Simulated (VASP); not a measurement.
# TiC (Imm2) in VASP: single point with PBEsol

Aim: the single point of TiC with PBEsol.

Program: VASP 6.6.1. These are calculated values, not measurements. Logs are shortened: lines on timing, memory, paths and dates and some standing lists are left out, and cuts for length are marked.

### 1 The cell of the first run

It takes space group Imm2 (No. 44, orthorhombic). Conventional cell: a = 3.036 Å, b = 4.293 Å, c = 3.036 Å, α = 90.00°, β = 90.00°, γ = 90.00°. Ti (site symmetry mm2) has 6 C at 2.05 to 2.25 Å within 2.7 Å. C (site symmetry mm2) has 6 Ti at 2.05 to 2.25 Å within 2.7 Å.

### 2 Single point, PBEsol (atom 1 (Ti) moved by (-0.100, -0.100) A along x and z)

Contents of INCAR:

```
  PREC = Accurate
  ENCUT = 520
  EDIFF = 1E-6
  ISMEAR = 0
  SIGMA = 0.15
  LREAL = F
  LASPH = T
  NELM = 80
  ALGO = Normal
  ISIF = 2
  LWAVE = F
  LCHARG = F
  GGA = PS
  NBANDS = 15
```

Contents of KPOINTS:

```
regular mesh
0
Gamma
  24 24 24
```

Contents of POSCAR:

```
TiC
1.0
    0.0000000000      2.1466854843      2.1466854843
    2.1466854843      0.0000000000      2.1466854843
    2.1466854843      2.1466854843      0.0000000000
Ti C
1 1
Direct
    0.0000000000     -0.0465834426      0.0000000000
    0.5000000000      0.5000000000      0.5000000000
```

Potentials or basis: VASP PAW PBE potentials, release 64 (Ti_sv, C).

Run with:

```bash
> cat potpaw_PBE.64/Ti_sv/POTCAR potpaw_PBE.64/C/POTCAR > POTCAR
> mpirun -np 1 vasp_std > vasp.out
```

OUTCAR:

```text
PREC = Accurate
   ENCUT = 520
   EDIFF = 1E-6
   ISMEAR = 0
   LREAL = F
   LASPH = T
   NELM = 80
   ISIF = 2
   GGA = PS

 ion  position               nearest neighbor table
   1  0.000  0.953  0.000-   2 2.05   2 2.05   2 2.15   2 2.15   2 2.25   2 2.25
   2  0.500  0.500  0.500-   1 2.05   1 2.05   1 2.15   1 2.15   1 2.25   1 2.25

  LATTYP: Found a face centered cubic cell.
 ALAT       =     4.2933709686

  Lattice vectors:

 A1 = (   0.0000000000,   2.1466854843,   2.1466854843)
 A2 = (   2.1466854843,   0.0000000000,   2.1466854843)
 A3 = (   2.1466854843,   2.1466854843,   0.0000000000)

Analysis of symmetry for initial positions (statically):
=====================================================================
 Subroutine PRICEL returns:
 Original cell was already a primitive cell.

 Routine SETGRP: Setting up the symmetry group for a
 face centered cubic supercell.

 Subroutine GETGRP returns: Found  4 space group operations
 (whereof  4 operations were pure point group operations)
 out of a pool of 48 trial point group operations.

The static configuration has the point symmetry C_2v.

Analysis of symmetry for dynamics (positions and initial velocities):
=====================================================================
 Subroutine PRICEL returns:
 Original cell was already a primitive cell.

 Routine SETGRP: Setting up the symmetry group for a
 face centered cubic supercell.

 Subroutine GETGRP returns: Found  4 space group operations
 (whereof  4 operations were pure point group operations)
 out of a pool of 48 trial point group operations.

The dynamic configuration has the point symmetry C_2v.

 Subroutine INISYM returns: Found  4 space group operations
 (whereof  4 operations are pure point group operations),
 and found     1 'primitive' translations

----------------------------------------------------------------------------------------

                                     Primitive cell

  volume of cell :      19.7850

  direct lattice vectors                    reciprocal lattice vectors
     0.000000000  2.146685484  2.146685484    -0.232917213  0.232917213  0.232917213
     2.146685484  0.000000000  2.146685484     0.232917213 -0.232917213  0.232917213
     2.146685484  2.146685484  0.000000000     0.232917213  0.232917213 -0.232917213

  length of vectors
     3.035871726  3.035871726  3.035871726     0.403424447  0.403424447  0.403424447

  position of ions in fractional coordinates (direct lattice)
     0.000000000  0.953416557  0.000000000
     0.500000000  0.500000000  0.500000000

  ion indices of the primitive-cell ions
   primitive index   ion index
                 1           1
                 2           2

----------------------------------------------------------------------------------------

 KPOINTS: regular mesh

Automatic generation of k-mesh.
 Grid dimensions read from file:
 generate k-points for:   24   24   24

 Generating k-lattice:

  Cartesian coordinates                     Fractional coordinates (reciprocal lattice)
    -0.009704884  0.009704884  0.009704884     0.041666667  0.000000000  0.000000000
     0.009704884 -0.009704884  0.009704884     0.000000000  0.041666667  0.000000000
     0.009704884  0.009704884 -0.009704884     0.000000000  0.000000000  0.041666667

  Length of vectors
     0.016809352  0.016809352  0.016809352

  Shift w.r.t. Gamma in fractional coordinates (k-lattice)
     0.000000000  0.000000000  0.000000000

 Subroutine IBZKPT returns following result:
 ===========================================

 Found   1963 irreducible k-points:

 Following reciprocal coordinates:
            Coordinates               Weight
  0.000000  0.000000  0.000000      1.000000
  0.041667  0.000000  0.000000      4.000000
  0.000000  0.041667  0.000000      4.000000
  0.083333  0.000000  0.000000      4.000000
  0.000000  0.083333  0.000000      4.000000
  0.125000  0.000000  0.000000      4.000000
[... 16 lines left out ...]
  0.000000  0.458333  0.000000      4.000000
  0.500000  0.000000  0.000000      2.000000
 [... further k-points ...]
   k-points           NKPTS =   1963   k-points in BZ     NKDIM =   1963   number of bands    NBANDS=     15
   number of dos      NEDOS =    301   number of ions     NIONS =      2
   total plane-waves  NPLWV =  13824
   dimension x,y,z NGX =    24 NGY =   24 NGZ =   24
   dimension x,y,z NGXF=    48 NGYF=   48 NGZF=   48
   ions per type =               1   1
   NGX,Y,Z   is equivalent  to a cutoff of  13.14, 13.14, 13.14 a.u.
   NGXF,Y,Z  is equivalent  to a cutoff of  26.29, 26.29, 26.29 a.u.
 SYSTEM =  unknown system
   PREC   = accura    normal or accurate (medium, high low for compatibility)
   ISTART =      0    job   : 0-new  1-cont  2-samecut
   ICHARG =      2    charge: 1-file 2-atom 10-const
   ISPIN  =      1    spin polarized calculation?
   LNONCOLLINEAR =      F non collinear calculations
   LSORBIT =      F    spin-orbit coupling
   LASPH  =      T    aspherical Exc in radial PAW
   ENCUT  =  520.0 eV  38.22 Ry    6.18 a.u.   5.64  5.64  5.64*2*pi/ulx,y,z
   NELM   =     80;   NELMIN=  2; NELMDL= -5     # of ELM steps
   EDIFF  = 0.1E-05   stopping-criterion for ELM
   LREAL  =      F    real-space projection
   EDIFFG = 0.1E-04   stopping-criterion for IOM
   NSW    =      0    number of steps for IOM
   IBRION =     -1    ionic relax: 0-MD 1-quasi-New 2-CG
   NFREE  =      0    steps in history (QN), initial steepest desc. (CG)
   ISIF   =      2    stress and relaxation
   ISYM   =      2    0-nonsym 1-usesym 2-fastsym
   POTIM  = 0.5000    time-step for ionic-motion
   TEBEG  =    0.0;   TEEND  =   0.0 temperature during run
   PSTRESS=    0.0 pullay stress
   NELECT =      16.0000    total number of electrons
   NUPDOWN=      -1.0000    fix difference up-down
   EMIN   =  10.00;   EMAX   =-10.00  energy-range for DOS
   EFERMI =   0.00;   METHOD = LEGACY
   ISMEAR =     0;   SIGMA  =   0.15  broadening in eV -4-tet -1-fermi 0-gaus
   EFERMI_NEDOS =   21; number of points for ismear=-14 and -15
   IALGO  =     38    algorithm
   IMIX   =      4    mixing-type and parameters
     AMIX     =   0.40;   BMIX     =  1.00
     AMIX_MAG =   1.60;   BMIX_MAG =  1.00
  volume/ion in A,a.u.               =       9.89        66.76
  Fermi-wavevector in a.u.,A,eV,Ry     =   1.525234  2.882274 31.651750  2.326338
  Thomas-Fermi vector in A             =   2.633432
   LORBIT       =      0    0 simple, 1 ext, 2 COOP (PROOUT), +10 PAW based schemes
   GGA     = PS    functional components
   LHFCALC =     F    Hartree Fock is set to
   AEXX    =    0.0000 exact exchange contribution
   IVDW    =     0    specifies the selected vdW correction
   LEPSILON=     F    determine dielectric tensor
   LRPA    =     F    only Hartree local field effects (RPA)
 non-spin polarized calculation
 Gauss-broadening in eV      SIGMA  =   0.15
  energy-cutoff  :      520.00
  volume of cell :       19.78
 maximum number of plane-waves:       547
   NGX = 11   NGY = 11   NGZ = 11

 number of electron      16.0000002 magnetization

 Free energy of the ion-electron system (eV)
  ---------------------------------------------------
  ext. energy  EPLUGINS =         0.00000000
  ---------------------------------------------------
  free energy    TOTEN  =       -19.70516617 eV

  energy without entropy =      -19.70260460  energy(sigma->0) =      -19.70388538

 E-fermi :   9.6816     XC(G=0): -12.9880

 val. band max:        9.6798711761   @ k =   0.2500   0.2083   0.0000
 cond. band min:       9.6854402802   @ k =   0.1250   0.0417   0.0000
 fundamental gap:      0.0055691041
 Fermi energy:         9.6815641360

 k-point     1 :       0.0000    0.0000    0.0000
  band No.  band energies     occupation
      1     -46.6342      2.00000
      2     -22.7520      2.00000
      3     -22.7491      2.00000
      4     -22.7480      2.00000
      5      -2.8569      2.00000
      6       9.7366      0.60361
      7       9.8038      0.24902
      8      10.2750      0.00000
      9      10.3214      0.00000
     10      11.1153      0.00000
     11      11.9073      0.00000
     12      12.3200      0.00000
     13      12.5363      0.00000
     14      20.3862      0.00000
     15      23.5633      0.00000

 k-point     2 :       0.0417    0.0000    0.0000
  band No.  band energies     occupation
      1     -46.6327      2.00000
      2     -22.7606      2.00000
      3     -22.7518      2.00000
      4     -22.7486      2.00000
      5      -2.8157      2.00000
      6       9.4760      1.94733
      7       9.7981      0.27190
      8      10.1656      0.00001
      9      10.4671      0.00000
     10      10.9488      0.00000
     11      11.7628      0.00000
     12      12.5108      0.00000
     13      12.9109      0.00000
     14      20.4565      0.00000
     15      23.5957      0.00000

 k-point     3 :       0.0000    0.0417    0.0000
  band No.  band energies     occupation
      1     -46.6327      2.00000
      2     -22.7599      2.00000
      3     -22.7510      2.00000
      4     -22.7500      2.00000
      5      -2.8159      2.00000
      6       9.5228      1.86553
      7       9.8193      0.19418
      8      10.0449      0.00061
      9      10.4063      0.00000
     10      11.0110      0.00000
     11      11.8643      0.00000
     12      12.6297      0.00000
     13      12.7416      0.00000
     14      20.4605      0.00000
     15      23.5916      0.00000
[... 343 lines left out ...]
 k-point    23 :       0.0000    0.4583    0.0000
  band No.  band energies     occupation
      1     -46.5510      2.00000
      2     -23.3000      2.00000
      3     -22.8036      2.00000
      4     -22.8023      2.00000
      5       0.6214      2.00000
      6       3.7916      2.00000
      7       6.6356      2.00000
      8       6.6782      2.00000
      9      12.5663      0.00000
     10      12.6059      0.00000
     11      13.8237      0.00000
     12      17.3762      0.00000
     13      18.0948      0.00000
     14      18.7042      0.00000
     15      24.8526      0.00000

 k-point    24 :       0.5000    0.0000    0.0000
  band No.  band energies     occupation
      1     -46.5491      2.00000
      2     -23.3153      2.00000
      3     -22.8065      2.00000
      4     -22.8026      2.00000
      5       0.7698      2.00000
      6       3.6399      2.00000
      7       6.6709      2.00000
      8       6.7468      2.00000
      9      12.6126      0.00000
     10      12.6191      0.00000
     11      13.8531      0.00000
     12      16.7989      0.00000
     13      17.9399      0.00000
     14      19.1374      0.00000
     15      24.8163      0.00000

 [... further k-points ...]
[... 5 lines left out ...]
  --------------------------------------------------------------------------------------
  -------------------------------------------------------------------------------------
  Total        0.4749451      0.0754185      0.4749451      0.0000000      0.0000000     -0.2440935
  in kB       38.4608357      6.1073570     38.4608357      0.0000000      0.0000000    -19.7665780
  external PRESSURE =      27.6763428 kB  Pullay stress =       0.0000000 kB

 VOLUME and BASIS-vectors are now :
 -----------------------------------------------------------------------------
  energy-cutoff  :      520.00
  volume of cell :       19.78
      direct lattice vectors                 reciprocal lattice vectors
     0.000000000  2.146685484  2.146685484    -0.232917213  0.232917213  0.232917213
     2.146685484  0.000000000  2.146685484     0.232917213 -0.232917213  0.232917213
     2.146685484  2.146685484  0.000000000     0.232917213  0.232917213 -0.232917213

 POSITION                                       TOTAL-FORCE (eV/Angst)
 -----------------------------------------------------------------------------------
      2.04669      0.00000      2.04669         0.958681     -0.000000      0.958681
      2.14669      2.14669      2.14669        -0.958681      0.000000     -0.958681
 -----------------------------------------------------------------------------------
    total drift:                                0.000157     -0.000000      0.000157

  FREE ENERGIE OF THE ION-ELECTRON SYSTEM (eV)
  ---------------------------------------------------
  free  energy   TOTEN  =       -19.7051661683 eV

  energy  without entropy=      -19.7026045983  energy(sigma->0) =      -19.70388538
```

Wall time 4 min (1 thread of AMD EPYC 9R45 (Zen 5), shared host); peak memory 0.62 GiB.

Results:

| Quantity | Value |
| --- | --- |
| Free energy | -19.7052 eV |
| Pressure | 2.8 GPa |
| Largest force | 1.356 eV/Å |
| Band gap on the k mesh | zero (bands 8 and 9 overlap by 0.75 eV) |

Forces on the atoms (eV/Å):
```
Ti   0.959  0.000  0.959
C   -0.959  0.000 -0.959
```

Caveat: the cell differs from its parent crystal (atom 1 (Ti) moved by (-0.100, -0.100) A along x and z); the PAW data sets were made with another functional, which shifts forces and pressure a little.
